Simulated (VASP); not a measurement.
# GaSb (Immm) in VASP: notebook, part 2 of 2

VASP 6.6.1.

### 3 Single point, PBEsol

This run uses another cell than the first one, of 24.08 Å³/atom.

INCAR reads:

```
SYSTEM = GaSb
  PREC = Accurate
  ENCUT = 500
  EDIFF = 1E-6
  ISMEAR = 0
  SIGMA = 0.1
  LREAL = .FALSE.
  LASPH = .TRUE.
  NELM = 120
  ALGO = Normal
  ISIF = 2
  LWAVE = .FALSE.
  LCHARG = .FALSE.
  GGA = PS
  NBANDS = 16
  GGA_COMPAT = .FALSE.
```

KPOINTS reads:

```
Automatic mesh
0
G
  6 6 6
  0 0 0
```

POSCAR reads:

```
GaSb
1.0
   -1.5559010000      2.6750030000      2.8933130000
    1.5559010000     -2.6750030000      2.8933130000
    1.5559010000      2.6750030000     -2.8933130000
Ga Sb
1 1
Direct
    0.0000000000      0.0000000000      0.0000000000
    0.5000000000      0.5000000000      0.0000000000
```

Potentials or basis: VASP PAW PBE potentials, release 64 (Ga_d, Sb).

Started as:

```sh
cat potpaw_PBE.64/Ga_d/POTCAR potpaw_PBE.64/Sb/POTCAR > POTCAR
mpirun -np 1 vasp_std > vasp.out
```

OUTCAR:

```text
SYSTEM = GaSb
   PREC = Accurate
   ENCUT = 500
   EDIFF = 1E-6
   ISMEAR = 0
   LREAL = .FALSE.
   LASPH = .TRUE.
   NELM = 120
   ISIF = 2
   GGA = PS

 ion  position               nearest neighbor table
   1  0.000  0.000  0.000-   2 2.89   2 2.89   2 3.09   2 3.09   2 3.09   2 3.09
   2  0.500  0.500  0.000-   1 2.89   1 2.89   1 3.09   1 3.09   1 3.09   1 3.09

  LATTYP: Found a body centered orthorhombic cell.
 ALAT       =     3.1118020000
 B/A-ratio  =     1.7192629865
 C/A-ratio  =     1.8595739703

  Lattice vectors:

 A1 = (  -1.5559010000,   2.6750030000,   2.8933130000)
 A2 = (   1.5559010000,  -2.6750030000,   2.8933130000)
 A3 = (   1.5559010000,   2.6750030000,  -2.8933130000)

Analysis of symmetry for initial positions (statically):
=====================================================================
 Subroutine PRICEL returns:
 Original cell was already a primitive cell.

 Routine SETGRP: Setting up the symmetry group for a
 body centered orthorhombic supercell.

 Subroutine GETGRP returns: Found  8 space group operations
 (whereof  8 operations were pure point group operations)
 out of a pool of  8 trial point group operations.

The static configuration has the point symmetry D_2h.

Analysis of symmetry for dynamics (positions and initial velocities):
=====================================================================
 Subroutine PRICEL returns:
 Original cell was already a primitive cell.

 Routine SETGRP: Setting up the symmetry group for a
 body centered orthorhombic supercell.

 Subroutine GETGRP returns: Found  8 space group operations
 (whereof  8 operations were pure point group operations)
 out of a pool of  8 trial point group operations.

The dynamic configuration has the point symmetry D_2h.

 Subroutine INISYM returns: Found  8 space group operations
 (whereof  8 operations are pure point group operations),
 and found     1 'primitive' translations

----------------------------------------------------------------------------------------
[... 113 lines left out ...]
     AMIX_MAG =   1.60;   BMIX_MAG =  1.00
  volume/ion in A,a.u.               =      24.08       162.53
  Fermi-wavevector in a.u.,A,eV,Ry     =   1.179176  2.228319 18.918287  1.390455
  Thomas-Fermi vector in A             =   2.315491
   LORBIT       =      0    0 simple, 1 ext, 2 COOP (PROOUT), +10 PAW based schemes
   GGA     = PS    functional components
   LHFCALC =     F    Hartree Fock is set to
   AEXX    =    0.0000 exact exchange contribution
   IVDW    =     0    specifies the selected vdW correction
   LEPSILON=     F    determine dielectric tensor
   LRPA    =     F    only Hartree local field effects (RPA)
 non-spin polarized calculation
 Gauss-broadening in eV      SIGMA  =   0.10
  energy-cutoff  :      500.00
  volume of cell :       48.17
 maximum number of plane-waves:      1242
   NGX = 15   NGY = 15   NGZ = 15

 number of electron      17.9999989 magnetization

 Free energy of the ion-electron system (eV)
  ---------------------------------------------------
  ext. energy  EPLUGINS =         0.00000000
  ---------------------------------------------------
  free energy    TOTEN  =        -7.86784487 eV

  energy without entropy =       -7.86275880  energy(sigma->0) =       -7.86530184

 E-fermi :   6.6485     XC(G=0): -10.3743

 val. band max:        6.6348439085   @ k =   0.5000   0.3333  -0.0000
 cond. band min:       6.6719442147   @ k =   0.5000   0.5000   0.3333
 fundamental gap:      0.0371003063
 Fermi energy:         6.6485397688

 k-point     1 :       0.0000    0.0000    0.0000
  band No.  band energies     occupation
      1      -8.4084      2.00000
      2      -8.3170      2.00000
      3      -8.3147      2.00000
      4      -8.2963      2.00000
      5      -8.2624      2.00000
      6      -5.5576      2.00000
[... 433 lines left out ...]
      3      -8.3232      2.00000
      4      -8.2917      2.00000
      5      -8.2478      2.00000
      6      -1.4462      2.00000
[... 8 lines left out ...]
     15      13.8272      0.00000
     16      16.2448      0.00000

 [... further k-points ...]

------------------------ aborting loop because EDIFF is reached ----------------------------------------

  FORCE on cell =-STRESS in cart. coord.  units (eV):
  Direction    XX          YY          ZZ          XY          YZ          ZX
  --------------------------------------------------------------------------------------
  -------------------------------------------------------------------------------------
  Total       -1.4095981     -1.0645739     -0.2593919     -0.0000000      0.0000000      0.0000000
  in kB      -46.8861141    -35.4099048     -8.6279054     -0.0000000      0.0000000      0.0000000
  external PRESSURE =     -30.3079748 kB  Pullay stress =       0.0000000 kB

 VOLUME and BASIS-vectors are now :
 -----------------------------------------------------------------------------
  energy-cutoff  :      500.00
  volume of cell :       48.17
      direct lattice vectors                 reciprocal lattice vectors
    -1.555901000  2.675003000  2.893313000     0.000000000  0.186915678  0.172812274
     1.555901000 -2.675003000  2.893313000     0.321357207  0.000000000  0.172812274
     1.555901000  2.675003000 -2.893313000     0.321357207  0.186915678  0.000000000

 POSITION                                       TOTAL-FORCE (eV/Angst)
 -----------------------------------------------------------------------------------
      0.00000      0.00000      0.00000        -0.000000     -0.000000      0.000000
      0.00000      0.00000      2.89331         0.000000      0.000000     -0.000000
 -----------------------------------------------------------------------------------
    total drift:                               -0.000000      0.000000     -0.000000

  FREE ENERGIE OF THE ION-ELECTRON SYSTEM (eV)
  ---------------------------------------------------
  free  energy   TOTEN  =        -7.8678448711 eV

  energy  without entropy=       -7.8627588043  energy(sigma->0) =       -7.86530184
```

OSZICAR:

```text
N       E                     dE             d eps       ncg     rms          rms(c)
DAV:   1     0.774023657944E+02    0.77402E+02   -0.85120E+03  1496   0.143E+03
DAV:   2    -0.199873994058E+01   -0.79401E+02   -0.76778E+02  1728   0.299E+02
DAV:   3    -0.780272596504E+01   -0.58040E+01   -0.57856E+01  1824   0.613E+01
DAV:   4    -0.790154565660E+01   -0.98820E-01   -0.98806E-01  1808   0.883E+00
DAV:   5    -0.790356537296E+01   -0.20197E-02   -0.20197E-02  1888   0.116E+00    0.228E+00
DAV:   6    -0.787514282079E+01    0.28423E-01   -0.50952E-02  1944   0.372E+00    0.127E+00
DAV:   7    -0.786824013302E+01    0.69027E-02   -0.12947E-02  2216   0.134E+00    0.246E-01
DAV:   8    -0.786785605646E+01    0.38408E-03   -0.15008E-03  1976   0.497E-01    0.376E-02
DAV:   9    -0.786784442105E+01    0.11635E-04   -0.72145E-05  1776   0.748E-02    0.169E-02
DAV:  10    -0.786784487112E+01   -0.45007E-06   -0.62778E-06  2064   0.226E-02
   1 F= -.78678449E+01 E0= -.78653018E+01  d E =-.508607E-02
```

stdout:

```text
POSCAR found type information on POSCAR GaSb
 POSCAR found :  2 types and       2 ions
 scaLAPACK will be used
 -----------------------------------------------------------------------------
|                                                                             |
|                                                                             |
|     You enforced a specific xc type in the INCAR file but a different       |
|     I HOPE YOU KNOW WHAT YOU ARE DOING!                                     |
|                                                                             |
 -----------------------------------------------------------------------------

 LDA part: xc-table for (Slater+PW92), standard interpolation
 POSCAR, INCAR and KPOINTS ok, starting setup
 FFT: planning ... GRIDC
 FFT: planning ... GRID_SOFT
 FFT: planning ... GRID
 WAVECAR not read
 entering main loop
```

Run time: 43 s. Hardware: 1 thread of Intel Xeon 8259CL, shared host; peak memory 0.19 GiB.

Results:

| Property | Result |
| --- | --- |
| Free energy | -7.8678 eV |
| Pressure | -3.0 GPa |
| Band gap on the k mesh | zero (bands 9 and 10 overlap by 4.40 eV) |

Caveat: the k points lie up to 0.38 Å⁻¹ apart, too coarse for converged energies and pressures of a metal; the PAW data sets were made with another functional, which shifts forces and pressure a little; spin-orbit coupling is left out, which moves the levels of the heavy elements.

The gap in the log of VASP goes by the Fermi energy; the results here count the filled bands.